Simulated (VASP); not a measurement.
Write the native input for VASP 6.6.1 that does the following.

```yaml
Task: single point
Functional: PBE
Potentials_or_basis: VASP PAW PBE potentials, release 64 (Ga_d, P)
Cutoff: 520 eV
k_mesh: 10 × 10 × 10
Occupations: gaussian, width 0.05 eV
Spin: no spin polarisation
Dipole_correction: no
Further_INCAR_settings: ALGO = Normal; EDIFF = 1e-06; NBANDS = 16
```

The structure of GaP lies in POSCAR:

```
GaP
1.0
    0.0000000000      2.7281015663      2.7281015663
    2.7281015663      0.0000000000      2.7281015663
    2.7281015663      2.7281015663      0.0000000000
Ga P
1 1
Direct
    0.0000000000      0.0000000000      0.0000000000
    0.7500000000      0.7500000000      0.7500000000
```

This cell differs from its parent crystal: volume 20.304 Å^3 an atom, c/a of the conventional cell 1.0000.

The input as run:

INCAR

```
SYSTEM = GaP
PREC = Accurate
ENCUT = 520
EDIFF = 1E-6
ISMEAR = 0
SIGMA = 0.05
LREAL = .False.
LASPH = .True.
NELM = 60
ALGO = Normal
ISIF = 2
LWAVE = .False.
LCHARG = .False.
GGA = PE
NBANDS = 16
```

KPOINTS

```
regular mesh
0
Gamma
  10 10 10
  0 0 0
```

Potentials or basis: VASP PAW PBE potentials, release 64 (Ga_d, P).

Run with:

```bash
$ cat potpaw_PBE.64/Ga_d/POTCAR potpaw_PBE.64/P/POTCAR > POTCAR
$ mpirun -np 1 vasp_std > vasp.out
```

Results of the run:

- Pressure: 2.2 GPa
- Band gap on the k mesh: 1.61 eV, indirect (least direct gap 1.80 eV)

Run time: 13 s on 1 thread of Intel(R) Xeon(R) 6975P-C (Granite Rapids) (shared host), peak memory 0.18 GiB.
